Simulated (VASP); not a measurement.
# CaO4 (Cmmm) in VASP: single point with PBE

Aim: the single point of CaO4 with PBE.

Program: VASP 6.6.1. These are calculated values, not measurements. Logs are shortened: lines on timing, memory, paths and dates and some standing lists are left out, and cuts for length are marked.

### 1 The cell of the first run

It takes space group Cmmm (No. 65, orthorhombic). The conventional cell has a = 4.821 Å, b = 6.151 Å, c = 4.614 Å, α = 90.00°, β = 90.00°, γ = 90.00°. Within 3.2 Å of Ca (site symmetry mmm) lie 10 O at 2.40 to 2.50 Å. Within 1.8 Å of O (site symmetry m2m) lie 1 O at 1.34 Å. O (site symmetry 2mm) has 1 O at 1.33 Å within 1.8 Å.

### 2 Single point, PBE (atoms taken out)

Input file INCAR:

```
  ALGO = Normal
  EDIFF = 1E-6
  ENCUT = 1340
  GGA = PE
  GGA_COMPAT = F
  ISIF = 2
  ISMEAR = 0
  LASPH = T
  LCHARG = F
  LREAL = F
  LWAVE = F
  NBANDS = 25
  NELM = 120
  PREC = Accurate
  SIGMA = 0.1
```

Input file KPOINTS:

```
k-points
0
Gamma
  4 4 6
```

Input file POSCAR:

```
CaO4
1.0
    2.4103524967     -3.0754698487      0.0000000000
    2.4103524967      3.0754698487      0.0000000000
    0.0000000000      0.0000000000      4.6143998517
Ca O
1 4
Direct
    0.0000000000      0.0000000000      0.0000000000
    0.6087643156      0.3912356844      0.0000000000
    0.3912356844      0.6087643156      0.0000000000
    0.8616235580      0.8616235580      0.5000000000
    0.1383764420      0.1383764420      0.5000000000
```

Potentials or basis: VASP PAW PBE potentials, release 64 (Ca_sv, O_h).

The run is started by

```console
$ cat potpaw_PBE.64/Ca_sv/POTCAR potpaw_PBE.64/O_h/POTCAR > POTCAR
$ mpirun -np 1 vasp_std > vasp.out
```

OUTCAR:

```text
EDIFF = 1E-6
   ENCUT = 1340
   GGA = PE
   ISIF = 2
   ISMEAR = 0
   LASPH = T
   LREAL = F
   NELM = 120
   PREC = Accurate

 ion  position               nearest neighbor table
   1  0.000  0.000  0.000-
   2  0.609  0.391  0.000-   3 1.34
   3  0.391  0.609  0.000-   2 1.34
   4  0.862  0.862  0.500-   5 1.33
   5  0.138  0.138  0.500-   4 1.33

  LATTYP: Found a base centered orthorhombic cell.
 ALAT       =     4.8207049934
 B/A-ratio  =     1.2759419433
 C/A-ratio  =     0.9572043629

  Lattice vectors:

 A1 = (   2.4103524967,  -3.0754698487,   0.0000000000)
 A2 = (   2.4103524967,   3.0754698487,   0.0000000000)
 A3 = (   0.0000000000,   0.0000000000,   4.6143998517)

Analysis of symmetry for initial positions (statically):
=====================================================================
 Subroutine PRICEL returns:
 Original cell was already a primitive cell.

 Routine SETGRP: Setting up the symmetry group for a
 base centered orthorhombic supercell.

 Subroutine GETGRP returns: Found  8 space group operations
 (whereof  8 operations were pure point group operations)
 out of a pool of  8 trial point group operations.

The static configuration has the point symmetry D_2h.

Analysis of symmetry for dynamics (positions and initial velocities):
=====================================================================
 Subroutine PRICEL returns:
 Original cell was already a primitive cell.

 Routine SETGRP: Setting up the symmetry group for a
 base centered orthorhombic supercell.

 Subroutine GETGRP returns: Found  8 space group operations
 (whereof  8 operations were pure point group operations)
 out of a pool of  8 trial point group operations.

The dynamic configuration has the point symmetry D_2h.

 Subroutine INISYM returns: Found  8 space group operations
 (whereof  8 operations are pure point group operations),
 and found     1 'primitive' translations

----------------------------------------------------------------------------------------

                                     Primitive cell

  volume of cell :      68.4128

  direct lattice vectors                    reciprocal lattice vectors
     2.410352497 -3.075469849  0.000000000     0.207438539 -0.162576785  0.000000000
     2.410352497  3.075469849  0.000000000     0.207438539  0.162576785  0.000000000
     0.000000000  0.000000000  4.614399852     0.000000000  0.000000000  0.216712906

  length of vectors
     3.907468995  3.907468995  4.614399852     0.263556367  0.263556367  0.216712906

  position of ions in fractional coordinates (direct lattice)
     0.000000000  0.000000000  0.000000000
     0.608764316  0.391235684  0.000000000
     0.391235684  0.608764316  0.000000000
     0.861623558  0.861623558  0.500000000
     0.138376442  0.138376442  0.500000000

  ion indices of the primitive-cell ions
   primitive index   ion index
                 1           1
                 2           2
                 3           3
                 4           4
                 5           5

----------------------------------------------------------------------------------------

 KPOINTS: k-points

Automatic generation of k-mesh.
 Grid dimensions read from file:
 generate k-points for:    4    4    6

 Generating k-lattice:

  Cartesian coordinates                     Fractional coordinates (reciprocal lattice)
     0.051859635 -0.040644196  0.000000000     0.250000000  0.000000000  0.000000000
     0.051859635  0.040644196  0.000000000     0.000000000  0.250000000  0.000000000
     0.000000000  0.000000000  0.036118818     0.000000000  0.000000000  0.166666667

  Length of vectors
     0.065889092  0.065889092  0.036118818

  Shift w.r.t. Gamma in fractional coordinates (k-lattice)
     0.000000000  0.000000000  0.000000000

 Subroutine IBZKPT returns following result:
 ===========================================

 Found     28 irreducible k-points:

 Following reciprocal coordinates:
            Coordinates               Weight
  0.000000  0.000000  0.000000      1.000000
  0.250000 -0.000000  0.000000      4.000000
  0.500000 -0.000000  0.000000      2.000000
  0.250000  0.250000  0.000000      2.000000
  0.500000  0.250000  0.000000      4.000000
 -0.250000  0.250000  0.000000      2.000000
[... 16 lines left out ...]
  0.250000 -0.000000  0.500000      4.000000
  0.500000 -0.000000  0.500000      2.000000
 [... further k-points ...]
   k-points           NKPTS =     28   k-points in BZ     NKDIM =     28   number of bands    NBANDS=     25
   number of dos      NEDOS =    301   number of ions     NIONS =      5
   total plane-waves  NPLWV = 129024
   dimension x,y,z NGX =    48 NGY =   48 NGZ =   56
   dimension x,y,z NGXF=    96 NGYF=   96 NGZF=  112
   ions per type =               1   4
   NGX,Y,Z   is equivalent  to a cutoff of  20.42, 20.42, 20.18 a.u.
   NGXF,Y,Z  is equivalent  to a cutoff of  40.84, 40.84, 40.35 a.u.
 SYSTEM =  unknown system
   PREC   = accura    normal or accurate (medium, high low for compatibility)
   ISTART =      0    job   : 0-new  1-cont  2-samecut
   ICHARG =      2    charge: 1-file 2-atom 10-const
   ISPIN  =      1    spin polarized calculation?
   LNONCOLLINEAR =      F non collinear calculations
   LSORBIT =      F    spin-orbit coupling
   LASPH  =      T    aspherical Exc in radial PAW
   ENCUT  = 1340.0 eV  98.49 Ry    9.92 a.u.  11.66 11.66 13.77*2*pi/ulx,y,z
   NELM   =    120;   NELMIN=  2; NELMDL= -5     # of ELM steps
   EDIFF  = 0.1E-05   stopping-criterion for ELM
   LREAL  =      F    real-space projection
   EDIFFG = 0.1E-04   stopping-criterion for IOM
   NSW    =      0    number of steps for IOM
   IBRION =     -1    ionic relax: 0-MD 1-quasi-New 2-CG
   NFREE  =      0    steps in history (QN), initial steepest desc. (CG)
   ISIF   =      2    stress and relaxation
   ISYM   =      2    0-nonsym 1-usesym 2-fastsym
   POTIM  = 0.5000    time-step for ionic-motion
   TEBEG  =    0.0;   TEEND  =   0.0 temperature during run
   PSTRESS=    0.0 pullay stress
   NELECT =      34.0000    total number of electrons
   NUPDOWN=      -1.0000    fix difference up-down
   EMIN   =  10.00;   EMAX   =-10.00  energy-range for DOS
   EFERMI =   0.00;   METHOD = LEGACY
   ISMEAR =     0;   SIGMA  =   0.10  broadening in eV -4-tet -1-fermi 0-gaus
   EFERMI_NEDOS =   21; number of points for ismear=-14 and -15
   IALGO  =     38    algorithm
   IMIX   =      4    mixing-type and parameters
     AMIX     =   0.40;   BMIX     =  1.00
     AMIX_MAG =   1.60;   BMIX_MAG =  1.00
  volume/ion in A,a.u.               =      13.68        92.33
  Fermi-wavevector in a.u.,A,eV,Ry     =   1.296747  2.450497 22.878929  1.681554
  Thomas-Fermi vector in A             =   2.428184
   LORBIT       =      0    0 simple, 1 ext, 2 COOP (PROOUT), +10 PAW based schemes
   GGA     = PE    functional components
   LHFCALC =     F    Hartree Fock is set to
   AEXX    =    0.0000 exact exchange contribution
   IVDW    =     0    specifies the selected vdW correction
   LEPSILON=     F    determine dielectric tensor
   LRPA    =     F    only Hartree local field effects (RPA)
 non-spin polarized calculation
 Gauss-broadening in eV      SIGMA  =   0.10
  energy-cutoff  :     1340.00
  volume of cell :       68.41
 maximum number of plane-waves:      7676
 NGX is ok and might be reduce to    48
   NGX = 23   NGY = 23   NGZ = 27

 number of electron      34.0000005 magnetization

 Free energy of the ion-electron system (eV)
  ---------------------------------------------------
  ext. energy  EPLUGINS =         0.00000000
  ---------------------------------------------------
  free energy    TOTEN  =       -26.75284829 eV

  energy without entropy =      -26.72814531  energy(sigma->0) =      -26.74049680

 E-fermi :   1.3835     XC(G=0):  -9.2309

 val. band max:        1.3830757403   @ k =   0.2500   0.2500   0.0000
 cond. band min:       1.3885324678   @ k =   0.2500  -0.0000   0.0000
 fundamental gap:      0.0054567275
 Fermi energy:         1.3835079015

 k-point     1 :       0.0000    0.0000    0.0000
  band No.  band energies     occupation
      1     -37.6407      2.00000
      2     -22.2186      2.00000
      3     -21.9707      2.00000
      4     -18.7566      2.00000
      5     -18.7297      2.00000
      6     -18.6595      2.00000
[... 17 lines left out ...]
     24       8.8197      0.00000
     25       9.0811      0.00000

 k-point     2 :       0.2500   -0.0000    0.0000
  band No.  band energies     occupation
      1     -37.6359      2.00000
      2     -22.2063      2.00000
      3     -22.0619      2.00000
      4     -18.7505      2.00000
      5     -18.7336      2.00000
      6     -18.5106      2.00000
[... 17 lines left out ...]
     24       9.2281      0.00000
     25       9.2936      0.00000

 k-point     3 :       0.5000   -0.0000    0.0000
  band No.  band energies     occupation
      1     -37.6311      2.00000
      2     -22.1990      2.00000
      3     -22.1422      2.00000
      4     -18.7445      2.00000
      5     -18.7391      2.00000
      6     -18.3625      2.00000
[... 17 lines left out ...]
     24       9.2917      0.00000
     25      10.3860      0.00000

 k-point     4 :       0.2500    0.2500    0.0000
  band No.  band energies     occupation
      1     -37.6311      2.00000
      2     -22.1779      2.00000
      3     -22.1314      2.00000
      4     -18.8400      2.00000
      5     -18.7446      2.00000
      6     -18.3747      2.00000
[... 17 lines left out ...]
     24       9.0046      0.00000
     25       9.2721      0.00000
[... 477 lines left out ...]
 k-point    22 :       0.0000    0.0000    0.5000
  band No.  band energies     occupation
      1     -37.6368      2.00000
      2     -22.4528      2.00000
      3     -22.0179      2.00000
      4     -18.7267      2.00000
      5     -18.6426      2.00000
      6     -18.2478      2.00000
[... 17 lines left out ...]
     24       9.0431      0.00000
     25       9.1854      0.00000

 k-point    23 :       0.2500   -0.0000    0.5000
  band No.  band energies     occupation
      1     -37.6320      2.00000
      2     -22.4373      2.00000
      3     -22.1085      2.00000
      4     -18.7301      2.00000
      5     -18.4959      2.00000
      6     -18.2442      2.00000
[... 17 lines left out ...]
     24       8.8405      0.00000
     25      10.4429      0.00000

 k-point    24 :       0.5000   -0.0000    0.5000
  band No.  band energies     occupation
      1     -37.6273      2.00000
      2     -22.4217      2.00000
      3     -22.1937      2.00000
      4     -18.7354      2.00000
      5     -18.3495      2.00000
      6     -18.2406      2.00000
[... 17 lines left out ...]
     24       9.7177      0.00000
     25      11.0930      0.00000

 [... further k-points ...]

------------------------ aborting loop because EDIFF is reached ----------------------------------------

  FORCE on cell =-STRESS in cart. coord.  units (eV):
  Direction    XX          YY          ZZ          XY          YZ          ZX
  --------------------------------------------------------------------------------------
  -------------------------------------------------------------------------------------
  Total        0.0362138     -0.0143672      0.1669764     -0.0000000      0.0000000      0.0000000
  in kB        0.8480997     -0.3364692      3.9104663     -0.0000000      0.0000000      0.0000000
  external PRESSURE =       1.4740323 kB  Pullay stress =       0.0000000 kB

 VOLUME and BASIS-vectors are now :
 -----------------------------------------------------------------------------
  energy-cutoff  :     1340.00
  volume of cell :       68.41
      direct lattice vectors                 reciprocal lattice vectors
     2.410352497 -3.075469849  0.000000000     0.207438539 -0.162576785  0.000000000
     2.410352497  3.075469849  0.000000000     0.207438539  0.162576785  0.000000000
     0.000000000  0.000000000  4.614399852     0.000000000  0.000000000  0.216712906

 POSITION                                       TOTAL-FORCE (eV/Angst)
 -----------------------------------------------------------------------------------
      0.00000      0.00000      0.00000        -0.000000     -0.000000      0.000000
      2.41035     -0.66900      0.00000         0.000000      0.007113      0.000000
      2.41035      0.66900      0.00000         0.000000     -0.007113      0.000000
      4.15363      0.00000      2.30720        -0.010411     -0.000000      0.000000
      0.66707      0.00000      2.30720         0.010411     -0.000000     -0.000000
 -----------------------------------------------------------------------------------
    total drift:                               -0.000000     -0.000000      0.000000

  FREE ENERGIE OF THE ION-ELECTRON SYSTEM (eV)
  ---------------------------------------------------
  free  energy   TOTEN  =       -26.7528482947 eV

  energy  without entropy=      -26.7281453101  energy(sigma->0) =      -26.74049680
```

Wall time 4.1 min (1 thread of Intel Xeon Platinum 8259CL at 2.50GHz (Skylake/Cascade Lake), shared host); peak memory 0.44 GiB.

What came out:

```yaml
Free_energy: -26.7528 eV
Pressure: 0.1 GPa
Largest_force: 0.010 eV/Å
Band_gap_on_the_k_mesh: zero (bands 17 and 18 overlap by 0.24 eV)
```

Forces in eV/Å, atoms in the order of the input:
```
Ca   0.000  0.000  0.000
O    0.000  0.007  0.000
O    0.000 -0.007  0.000
O   -0.010  0.000  0.000
O    0.010  0.000  0.000
```

Caveat: the k points lie up to 0.41 Å⁻¹ apart; the cell differs from its parent crystal (atoms taken out); semilocal functionals underestimate gaps, and a narrow one can read as zero.
